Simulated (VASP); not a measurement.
# Ni (Fd-3m) in VASP: a series of runs

Runs on Ni. Level: PBEsol. Tasks: single point, relaxation of cell and atoms.

Program: VASP 6.6.1. These are calculated values, not measurements. Logs are shortened: lines on timing, memory, paths and dates and some standing lists are left out, and cuts for length are marked.

### Step 1. The cell of the first run

Symmetry: Fd-3m, No. 227, cubic system. The conventional cell has a = 4.592 Å, b = 4.592 Å, c = 4.592 Å, α = 90.00°, β = 90.00°, γ = 90.00°. Ni (site symmetry -43m) has 4 Ni at 1.99 Å within 2.6 Å.

### Step 2. Single point, PBEsol, collinear spin, ferromagnetic start

INCAR reads:

```
SYSTEM = Ni
  PREC = Accurate
  ENCUT = 520
  EDIFF = 1E-6
  ISMEAR = 0
  SIGMA = 0.1
  LREAL = .False.
  LASPH = .True.
  NELM = 150
  ALGO = Normal
  ISIF = 2
  LWAVE = .False.
  LCHARG = .True.
  ISPIN = 2
  MAGMOM = 2 2
  LORBIT = 11
  LMAXMIX = 4
  GGA = PS
  LELF = .True.
  LVHAR = .True.
  NBANDS = 21
```

KPOINTS reads:

```
Automatic mesh
0
Gamma
  6 6 6
  0 0 0
```

POSCAR reads:

```
Ni
1.0
    0.0000000000      2.2962173274      2.2962173274
    2.2962173274      0.0000000000      2.2962173274
    2.2962173274      2.2962173274      0.0000000000
Ni
2
Direct
    0.5000000000      0.5000000000      0.5000000000
    0.7500000000      0.7500000000      0.7500000000
```

Potentials or basis: VASP PAW PBE potentials, release 64 (Ni).

Run with:

```console
$ cat potpaw_PBE.64/Ni/POTCAR > POTCAR
$ mpirun -np 1 vasp_std > vasp.out
```

OUTCAR:

```text
SYSTEM = Ni
   PREC = Accurate
   ENCUT = 520
   EDIFF = 1E-6
   ISMEAR = 0
   LREAL = .False.
   LASPH = .True.
   NELM = 150
   ISIF = 2
   ISPIN = 2
   LORBIT = 11
   GGA = PS

 ion  position               nearest neighbor table
   1  0.500  0.500  0.500-   2 1.99   2 1.99   2 1.99   2 1.99
   2  0.750  0.750  0.750-   1 1.99   1 1.99   1 1.99   1 1.99

  LATTYP: Found a face centered cubic cell.
 ALAT       =     4.5924346548

  Lattice vectors:

 A1 = (   0.0000000000,   2.2962173274,   2.2962173274)
 A2 = (   2.2962173274,   0.0000000000,   2.2962173274)
 A3 = (   2.2962173274,   2.2962173274,   0.0000000000)

Analysis of symmetry for initial positions (statically):
=====================================================================
 Subroutine PRICEL returns:
 Original cell was already a primitive cell.

 Routine SETGRP: Setting up the symmetry group for a
 face centered cubic supercell.

 Subroutine GETGRP returns: Found 48 space group operations
 (whereof 24 operations were pure point group operations)
 out of a pool of 48 trial point group operations.

The static configuration has the point symmetry T_d .
 The point group associated with its full space group is O_h .

Analysis of symmetry for dynamics (positions and initial velocities):
=====================================================================
 Subroutine PRICEL returns:
 Original cell was already a primitive cell.

 Routine SETGRP: Setting up the symmetry group for a
 face centered cubic supercell.

 Subroutine GETGRP returns: Found 48 space group operations
 (whereof 24 operations were pure point group operations)
 out of a pool of 48 trial point group operations.

The dynamic configuration has the point symmetry T_d .
 The point group associated with its full space group is O_h .

Analysis of structural, dynamic, and magnetic symmetry:
=====================================================================
 Subroutine PRICEL returns:
 Original cell was already a primitive cell.

 Routine SETGRP: Setting up the symmetry group for a
 face centered cubic supercell.

 Subroutine GETGRP returns: Found 48 space group operations
 (whereof 24 operations were pure point group operations)
 out of a pool of 48 trial point group operations.

The overall configuration has the point symmetry T_d .
 The point group associated with its full space group is O_h .

 Subroutine INISYM returns: Found 48 space group operations
 (whereof 24 operations are pure point group operations),
 and found     1 'primitive' translations

----------------------------------------------------------------------------------------

                                     Primitive cell

  volume of cell :      24.2141

  direct lattice vectors                    reciprocal lattice vectors
     0.000000000  2.296217327  2.296217327    -0.217749424  0.217749424  0.217749424
     2.296217327  0.000000000  2.296217327     0.217749424 -0.217749424  0.217749424
     2.296217327  2.296217327  0.000000000     0.217749424  0.217749424 -0.217749424

  length of vectors
     3.247341687  3.247341687  3.247341687     0.377153065  0.377153065  0.377153065

  position of ions in fractional coordinates (direct lattice)
     0.500000000  0.500000000  0.500000000
     0.750000000  0.750000000  0.750000000

  ion indices of the primitive-cell ions
   primitive index   ion index
                 1           1
                 2           2

----------------------------------------------------------------------------------------

 KPOINTS: Automatic mesh

Automatic generation of k-mesh.
 Grid dimensions read from file:
 generate k-points for:    6    6    6

 Generating k-lattice:

  Cartesian coordinates                     Fractional coordinates (reciprocal lattice)
    -0.036291571  0.036291571  0.036291571     0.166666667  0.000000000  0.000000000
     0.036291571 -0.036291571  0.036291571     0.000000000  0.166666667  0.000000000
     0.036291571  0.036291571 -0.036291571     0.000000000  0.000000000  0.166666667

  Length of vectors
     0.062858844  0.062858844  0.062858844

  Shift w.r.t. Gamma in fractional coordinates (k-lattice)
     0.000000000  0.000000000  0.000000000

 Subroutine IBZKPT returns following result:
 ===========================================

 Found     16 irreducible k-points:

 Following reciprocal coordinates:
            Coordinates               Weight
  0.000000  0.000000  0.000000      1.000000
  0.166667  0.000000  0.000000      8.000000
  0.333333  0.000000  0.000000      8.000000
  0.500000  0.000000  0.000000      4.000000
  0.166667  0.166667  0.000000      6.000000
  0.333333  0.166667  0.000000     24.000000
[... 8 lines left out ...]
 -0.333333  0.333333  0.166667     24.000000
 -0.333333  0.500000  0.166667     12.000000
   k-points           NKPTS =     16   k-points in BZ     NKDIM =     16   number of bands    NBANDS=     21
   number of dos      NEDOS =    301   number of ions     NIONS =      2
   total plane-waves  NPLWV =  13824
   dimension x,y,z NGX =    24 NGY =   24 NGZ =   24
   dimension x,y,z NGXF=    48 NGYF=   48 NGZF=   48
   ions per type =               2
   NGX,Y,Z   is equivalent  to a cutoff of  12.29, 12.29, 12.29 a.u.
   NGXF,Y,Z  is equivalent  to a cutoff of  24.57, 24.57, 24.57 a.u.
 SYSTEM =  Ni
   PREC   = accura    normal or accurate (medium, high low for compatibility)
   ISTART =      0    job   : 0-new  1-cont  2-samecut
   ICHARG =      2    charge: 1-file 2-atom 10-const
   ISPIN  =      2    spin polarized calculation?
   LNONCOLLINEAR =      F non collinear calculations
   LSORBIT =      F    spin-orbit coupling
   LASPH  =      T    aspherical Exc in radial PAW
   ENCUT  =  520.0 eV  38.22 Ry    6.18 a.u.   6.04  6.04  6.04*2*pi/ulx,y,z
   NELM   =    150;   NELMIN=  2; NELMDL= -5     # of ELM steps
   EDIFF  = 0.1E-05   stopping-criterion for ELM
   LREAL  =      F    real-space projection
   EDIFFG = 0.1E-04   stopping-criterion for IOM
   NSW    =      0    number of steps for IOM
   IBRION =     -1    ionic relax: 0-MD 1-quasi-New 2-CG
   NFREE  =      0    steps in history (QN), initial steepest desc. (CG)
   ISIF   =      2    stress and relaxation
   ISYM   =      2    0-nonsym 1-usesym 2-fastsym
   POTIM  = 0.5000    time-step for ionic-motion
   TEBEG  =    0.0;   TEEND  =   0.0 temperature during run
   PSTRESS=    0.0 pullay stress
   NELECT =      20.0000    total number of electrons
   NUPDOWN=      -1.0000    fix difference up-down
   EMIN   =  10.00;   EMAX   =-10.00  energy-range for DOS
   EFERMI =   0.00;   METHOD = LEGACY
   ISMEAR =     0;   SIGMA  =   0.10  broadening in eV -4-tet -1-fermi 0-gaus
   EFERMI_NEDOS =   21; number of points for ismear=-14 and -15
   IALGO  =     38    algorithm
   IMIX   =      4    mixing-type and parameters
     AMIX     =   0.40;   BMIX     =  1.00
     AMIX_MAG =   1.60;   BMIX_MAG =  1.00
  volume/ion in A,a.u.               =      12.11        81.70
  Fermi-wavevector in a.u.,A,eV,Ry     =   1.536014  2.902646 32.100756  2.359339
  Thomas-Fermi vector in A             =   2.642722
   LORBIT       =     11    0 simple, 1 ext, 2 COOP (PROOUT), +10 PAW based schemes
   GGA     = PS    functional components
   LHFCALC =     F    Hartree Fock is set to
   AEXX    =    0.0000 exact exchange contribution
   IVDW    =     0    specifies the selected vdW correction
   LEPSILON=     F    determine dielectric tensor
   LRPA    =     F    only Hartree local field effects (RPA)
 spin polarized calculation
 Gauss-broadening in eV      SIGMA  =   0.10
  energy-cutoff  :      520.00
  volume of cell :       24.21
 maximum number of plane-waves:       660
   NGX = 13   NGY = 13   NGZ = 13

 number of electron      19.9999978 magnetization       1.4352501

 Free energy of the ion-electron system (eV)
  ---------------------------------------------------
  ext. energy  EPLUGINS =         0.00000000
  ---------------------------------------------------
  free energy    TOTEN  =        -8.72443290 eV

  energy without entropy =       -8.71193247  energy(sigma->0) =       -8.71818268

 E-fermi :   8.1894     XC(G=0): -12.5248

 val. band max:        8.1468258640   @ k =   0.5000   0.1667   0.0000
 cond. band min:       8.2213526512   @ k =   0.5000   0.3333   0.0000
 fundamental gap:      0.0745267872
 Fermi energy:         8.1893781287

 spin component 1

 k-point     1 :       0.0000    0.0000    0.0000
  band No.  band energies     occupation
      1      -0.3019      1.00000
      2       3.6954      1.00000
      3       3.6954      1.00000
      4       3.9200      1.00000
      5       3.9200      1.00000
      6       3.9200      1.00000
[... 13 lines left out ...]
     20      27.8782      0.00000
     21      27.8782      0.00000

 k-point     2 :       0.1667    0.0000    0.0000
  band No.  band energies     occupation
      1       0.3199      1.00000
      2       3.5108      1.00000
      3       3.5108      1.00000
      4       3.9638      1.00000
      5       4.2249      1.00000
      6       4.2249      1.00000
[... 13 lines left out ...]
     20      26.2382      0.00000
     21      28.9251      0.00000

 k-point     3 :       0.3333    0.0000    0.0000
  band No.  band energies     occupation
      1       1.9432      1.00000
      2       3.5546      1.00000
      3       3.5546      1.00000
      4       4.1271      1.00000
      5       4.2455      1.00000
      6       4.2455      1.00000
[... 13 lines left out ...]
     20      29.6337      0.00000
     21      32.2717      0.00000
[... 265 lines left out ...]
 k-point    15 :      -0.3333    0.3333    0.1667
  band No.  band energies     occupation
      1       2.9392      1.00000
      2       3.1049      1.00000
      3       4.1460      1.00000
      4       4.3218      1.00000
      5       4.5300      1.00000
      6       4.9067      1.00000
[... 13 lines left out ...]
     20      33.5442      0.00000
     21      35.5856      0.00000

 k-point    16 :      -0.3333    0.5000    0.1667
  band No.  band energies     occupation
      1       2.9378      1.00000
      2       2.9378      1.00000
      3       4.2572      1.00000
      4       4.2572      1.00000
      5       5.0314      1.00000
      6       5.0314      1.00000
[... 13 lines left out ...]
     20      37.2361      0.00000
     21      37.4635      0.00000
 Fermi energy:         8.1893781287

 spin component 2

 k-point     1 :       0.0000    0.0000    0.0000
  band No.  band energies     occupation
      1      -0.2579      1.00000
      2       4.3495      1.00000
      3       4.3495      1.00000
      4       4.5861      1.00000
      5       4.5861      1.00000
      6       4.5861      1.00000
[... 13 lines left out ...]
     20      27.9389      0.00000
     21      27.9389      0.00000

 k-point     2 :       0.1667    0.0000    0.0000
  band No.  band energies     occupation
      1       0.3667      1.00000
      2       4.1580      1.00000
      3       4.1580      1.00000
      4       4.6318      1.00000
      5       4.9057      1.00000
      6       4.9057      1.00000
[... 13 lines left out ...]
     20      26.3202      0.00000
     21      29.0512      0.00000

 k-point     3 :       0.3333    0.0000    0.0000
  band No.  band energies     occupation
      1       2.0378      1.00000
      2       4.2023      1.00000
      3       4.2023      1.00000
      4       4.7981      1.00000
      5       4.9290      1.00000
      6       4.9290      1.00000
[... 13 lines left out ...]
     20      29.7488      0.00000
     21      32.3912      0.00000
[... 265 lines left out ...]
 k-point    15 :      -0.3333    0.3333    0.1667
  band No.  band energies     occupation
      1       3.4973      1.00000
      2       3.6781      1.00000
      3       4.7914      1.00000
      4       4.8153      1.00000
      5       5.2007      1.00000
      6       5.5185      1.00000
[... 13 lines left out ...]
     20      33.7475      0.00000
     21      35.6735      0.00000

 k-point    16 :      -0.3333    0.5000    0.1667
  band No.  band energies     occupation
      1       3.5003      1.00000
      2       3.5003      1.00000
      3       4.9221      1.00000
      4       4.9221      1.00000
      5       5.5972      1.00000
      6       5.5972      1.00000
[... 13 lines left out ...]
     20      37.2929      0.00000
     21      37.5564      0.00000

------------------------ aborting loop because EDIFF is reached ----------------------------------------

  FORCE on cell =-STRESS in cart. coord.  units (eV):
  Direction    XX          YY          ZZ          XY          YZ          ZX
  --------------------------------------------------------------------------------------
  -------------------------------------------------------------------------------------
  Total        7.4630652      7.4630652      7.4630652      0.0000000      0.0000000      0.0000000
  in kB      493.8088291    493.8088291    493.8088291      0.0000000      0.0000000      0.0000000
  external PRESSURE =     493.8088291 kB  Pullay stress =       0.0000000 kB

 VOLUME and BASIS-vectors are now :
 -----------------------------------------------------------------------------
  energy-cutoff  :      520.00
  volume of cell :       24.21
      direct lattice vectors                 reciprocal lattice vectors
     0.000000000  2.296217327  2.296217327    -0.217749424  0.217749424  0.217749424
     2.296217327  0.000000000  2.296217327     0.217749424 -0.217749424  0.217749424
     2.296217327  2.296217327  0.000000000     0.217749424  0.217749424 -0.217749424

 POSITION                                       TOTAL-FORCE (eV/Angst)
 -----------------------------------------------------------------------------------
      2.29622      2.29622      2.29622        -0.000000      0.000000     -0.000000
      3.44433      3.44433      3.44433         0.000000     -0.000000      0.000000
 -----------------------------------------------------------------------------------
    total drift:                               -0.000000      0.000000      0.000000

  FREE ENERGIE OF THE ION-ELECTRON SYSTEM (eV)
  ---------------------------------------------------
  free  energy   TOTEN  =        -8.7244329018 eV

  energy  without entropy=       -8.7119324666  energy(sigma->0) =       -8.71818268

 total charge

# of ion       s       p       d       tot
------------------------------------------
    1        0.661   0.567   8.511   9.738
    2        0.661   0.567   8.511   9.738
--------------------------------------------------
tot          1.321   1.134  17.022  19.477

 magnetization (x)

# of ion       s       p       d       tot
------------------------------------------
    1       -0.013  -0.009   0.719   0.697
    2       -0.013  -0.009   0.719   0.697
--------------------------------------------------
tot         -0.026  -0.018   1.438   1.394
```

It took 11 s on 1 thread of AMD EPYC 9R45 (Zen 5), shared host; peak memory 0.12 GiB.

What came out:

* Free energy: -8.7244 eV
* Pressure: 49.4 GPa
* Net moment: 1.44 μB per cell
* Site moments: Ni +0.70 μB
* Valence electrons inside the program's atomic spheres: Ni 9.74

Caveat: the k points lie up to 0.39 Å⁻¹ apart; the PAW data sets were made with another functional, which shifts forces and pressure a little.

[end of part 1 of 2]
